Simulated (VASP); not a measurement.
# Pd in VASP: single point with PBE

Aim: the single point of Pd with PBE.

All numbers are computed with VASP 6.6.1; they aren't measurements. Logs are shortened: lines on timing, memory, paths and dates and some standing lists are left out, and cuts for length are marked.

### Step 1. The cell of the first run

The cell holds a slab with vacuum, 5 atoms: a = 2.751 Å, b = 2.751 Å, c = 23.983 Å, α = 90.00°, β = 90.00°, γ = 120.00°.

### Step 2. Single point, PBE

Contents of INCAR:

```
PREC = Accurate ; ENCUT = 520
EDIFF = 1E-6 ; ISMEAR = -1
SIGMA = 0.05 ; LREAL = False
LASPH = True ; NELM = 100
ALGO = Normal ; ISIF = 2
LWAVE = False ; LCHARG = True
LDIPOL = True ; IDIPOL = 3
DIPOL = 0.5 0.5 0.500 ; GGA = PE
LELF = True ; LVHAR = True
LVACPOTAV = True ; NBANDS = 33
```

Contents of KPOINTS:

```
Automatic mesh
0
Gamma
  11 11 1
```

Contents of POSCAR:

```
Pd
1.0
    2.7505039575      0.0000000000      0.0000000000
   -1.3752519787      2.3820063004      0.0000000000
    0.0000000000      0.0000000000     23.9831083084
Pd
5
Direct
    0.6666666667      0.3333333333      0.3127200988
    0.3333333333      0.6666666667      0.4063600494
    0.0000000000      0.0000000000      0.5000000000
    0.6666666667      0.3333333333      0.5936399506
    0.3333333333      0.6666666667      0.6872799012
```

Potentials or basis: VASP PAW PBE potentials, release 64 (Pd).

On the command line:

```
$ cat potpaw_PBE.64/Pd/POTCAR > POTCAR
$ mpirun -np 1 vasp_std > vasp.out
```

OUTCAR:

```text
PREC = Accurate
   ENCUT = 520
   EDIFF = 1E-6
   ISMEAR = -1
   LREAL = False
   LASPH = True
   NELM = 100
   ISIF = 2
   GGA = PE

 ion  position               nearest neighbor table
   1  0.667  0.333  0.313-   2 2.75   2 2.75   2 2.75
   2  0.333  0.667  0.406-   3 2.75   1 2.75   1 2.75   3 2.75   3 2.75   1 2.75
   3  0.000  0.000  0.500-   2 2.75   4 2.75   2 2.75   4 2.75   4 2.75   2 2.75
   4  0.667  0.333  0.594-   3 2.75   5 2.75   5 2.75   3 2.75   3 2.75   5 2.75
   5  0.333  0.667  0.687-   4 2.75   4 2.75   4 2.75

  LATTYP: Found a hexagonal cell.
 ALAT       =     2.7505039575
 C/A-ratio  =     8.7195323762

  Lattice vectors:

 A1 = (   2.7505039575,   0.0000000000,   0.0000000000)
 A2 = (  -1.3752519787,   2.3820063004,   0.0000000000)
 A3 = (   0.0000000000,   0.0000000000,  23.9831083084)

Analysis of symmetry for initial positions (statically):
=====================================================================
 Subroutine PRICEL returns:
 Original cell was already a primitive cell.

 Routine SETGRP: Setting up the symmetry group for a
 hexagonal supercell.

 Subroutine GETGRP returns: Found 12 space group operations
 (whereof 12 operations were pure point group operations)
 out of a pool of 24 trial point group operations.

The static configuration has the point symmetry D_3d.

Analysis of symmetry for dynamics (positions and initial velocities):
=====================================================================
 Subroutine PRICEL returns:
 Original cell was already a primitive cell.

 Routine SETGRP: Setting up the symmetry group for a
 hexagonal supercell.

 Subroutine GETGRP returns: Found 12 space group operations
 (whereof 12 operations were pure point group operations)
 out of a pool of 24 trial point group operations.

The dynamic configuration has the point symmetry D_3d.

 Subroutine INISYM returns: Found 12 space group operations
 (whereof 12 operations are pure point group operations),
 and found     1 'primitive' translations

----------------------------------------------------------------------------------------

                                     Primitive cell

  volume of cell :     157.1306

  direct lattice vectors                    reciprocal lattice vectors
     2.750503957  0.000000000  0.000000000     0.363569737  0.209907085  0.000000000
    -1.375251979  2.382006300  0.000000000     0.000000000  0.419814171  0.000000000
     0.000000000  0.000000000 23.983108308     0.000000000  0.000000000  0.041696013

  length of vectors
[... 86 lines left out ...]
   ISYM   =      2    0-nonsym 1-usesym 2-fastsym
   POTIM  = 0.5000    time-step for ionic-motion
   TEBEG  =    0.0;   TEEND  =   0.0 temperature during run
   PSTRESS=    0.0 pullay stress
   NELECT =      50.0000    total number of electrons
   NUPDOWN=      -1.0000    fix difference up-down
   EMIN   =  10.00;   EMAX   =-10.00  energy-range for DOS
   EFERMI =   0.00;   METHOD = LEGACY
   ISMEAR =    -1;   SIGMA  =   0.05  broadening in eV -4-tet -1-fermi 0-gaus
   EFERMI_NEDOS =   21; number of points for ismear=-14 and -15
   IALGO  =     38    algorithm
   IMIX   =      4    mixing-type and parameters
     AMIX     =   0.40;   BMIX     =  1.00
     AMIX_MAG =   1.60;   BMIX_MAG =  1.00
  volume/ion in A,a.u.               =      31.43       212.07
  Fermi-wavevector in a.u.,A,eV,Ry     =   1.117664  2.112079 16.996030  1.249173
  Thomas-Fermi vector in A             =   2.254289
   LORBIT       =      0    0 simple, 1 ext, 2 COOP (PROOUT), +10 PAW based schemes
   GGA     = PE    functional components
   LHFCALC =     F    Hartree Fock is set to
   AEXX    =    0.0000 exact exchange contribution
   IVDW    =     0    specifies the selected vdW correction
   LEPSILON=     F    determine dielectric tensor
   LRPA    =     F    only Hartree local field effects (RPA)
 non-spin polarized calculation
  energy-cutoff  :      520.00
  volume of cell :      157.13
 maximum number of plane-waves:      4265
   NGX = 11   NGY = 11   NGZ = 89

 dipolmoment           0.000000      0.000000      0.000000 electrons x Angstroem

 number of electron      50.0000012 magnetization

 dipolmoment           0.000000      0.000000     -0.000000 electrons x Angstroem

 Free energy of the ion-electron system (eV)
  ---------------------------------------------------
  ext. energy  EPLUGINS =         0.00000000
  ---------------------------------------------------
  free energy    TOTEN  =       -24.97575935 eV

  energy without entropy =      -24.86921205  energy(sigma->0) =      -24.92248570

 E-fermi :   1.8548     XC(G=0):  -6.9022

 val. band max:        1.8524340185   @ k =   0.2727   0.0000   0.0000
 cond. band min:       1.8554933498   @ k =   0.4545   0.0000   0.0000
 fundamental gap:      0.0030593313
 Fermi energy:         1.8547635646

 k-point     1 :       0.0000    0.0000    0.0000
  band No.  band energies     occupation
      1      -4.9969      2.00000
      2      -4.1695      2.00000
      3      -3.4739      2.00000
      4      -3.2058      2.00000
      5      -3.1227      2.00000
      6      -1.0688      2.00000
[... 565 lines left out ...]
     32       9.7701      0.00000
     33      10.2849      0.00000

------------------------ aborting loop because EDIFF is reached ----------------------------------------

  FORCE on cell =-STRESS in cart. coord.  units (eV):
  Direction    XX          YY          ZZ          XY          YZ          ZX
  --------------------------------------------------------------------------------------
  -------------------------------------------------------------------------------------
  Total        1.1301191      1.1301191      2.5758114      0.0000000      0.0000000      0.0000000
  in kB       11.5232280     11.5232280     26.2641890      0.0000000      0.0000000      0.0000000
  external PRESSURE =      16.4368816 kB  Pullay stress =       0.0000000 kB

 VOLUME and BASIS-vectors are now :
 -----------------------------------------------------------------------------
  energy-cutoff  :      520.00
  volume of cell :      157.13
      direct lattice vectors                 reciprocal lattice vectors
     2.750503957  0.000000000  0.000000000     0.363569737  0.209907085  0.000000000
    -1.375251979  2.382006300  0.000000000     0.000000000  0.419814171  0.000000000
     0.000000000  0.000000000 23.983108308     0.000000000  0.000000000  0.041696013

 POSITION                                       TOTAL-FORCE (eV/Angst)
 -----------------------------------------------------------------------------------
      1.37525      0.79400      7.50000        -0.000000      0.000000     -0.335448
     -0.00000      1.58800      9.74578        -0.000000      0.000000      0.088179
      0.00000      0.00000     11.99155        -0.000000      0.000000      0.000000
      1.37525      0.79400     14.23733         0.000000     -0.000000     -0.088179
     -0.00000      1.58800     16.48311         0.000000     -0.000000      0.335448
 -----------------------------------------------------------------------------------
    total drift:                               -0.000000      0.000000     -0.000000

  FREE ENERGIE OF THE ION-ELECTRON SYSTEM (eV)
  ---------------------------------------------------
  free  energy   TOTEN  =       -24.9757593480 eV

  energy  without entropy=      -24.8692120462  energy(sigma->0) =      -24.92248570

 vacuum level on the upper side and lower side of the slab         7.038         7.038
```

stdout:

```text
POSCAR found type information on POSCAR Pd
 POSCAR found :  1 types and       5 ions
 scaLAPACK will be used
 LDA part: xc-table for (Slater+PW92), standard interpolation
 POSCAR, INCAR and KPOINTS ok, starting setup
 FFT: planning ... GRIDC
 FFT: planning ... GRID_SOFT
 FFT: planning ... GRID
 WAVECAR not read
 entering main loop
 -----------------------------------------------------------------------------
|                                                                             |
|           W    W    AA    RRRRR   N    N  II  N    N   GGGG   !!!           |
|           W    W   A  A   R    R  NN   N  II  NN   N  G    G  !!!           |
|           W    W  A    A  R    R  N N  N  II  N N  N  G       !!!           |
|           W WW W  AAAAAA  RRRRR   N  N N  II  N  N N  G  GGG   !            |
|           WW  WW  A    A  R   R   N   NN  II  N   NN  G    G                |
|           W    W  A    A  R    R  N    N  II  N    N   GGGG   !!!           |
|                                                                             |
|     Did not find any points to average over, which means that no vacuum     |
|     field-free region was found. Please increase the size of  your cell     |
|     in the dimension of the dipole correction to obtain accurate            |
|     workfunction values.                                                    |
|                                                                             |
 -----------------------------------------------------------------------------
```

Wall time 2.6 min (1 thread of Intel Xeon 6975P-C, shared host); peak memory 0.28 GiB.

What came out:

```yaml
Free_energy: -24.9758 eV
Largest_force: 0.335 eV/Å
Band_gap_on_the_k_mesh: zero (band 25 reaches 2.12 eV, above the bottom of band 26 at 1.18 eV)
```

Forces in eV/Å, atoms in the order of the input:
```
Pd   0.000  0.000 -0.335
Pd   0.000  0.000  0.088
Pd   0.000  0.000  0.000
Pd   0.000  0.000 -0.088
Pd   0.000  0.000  0.335
```
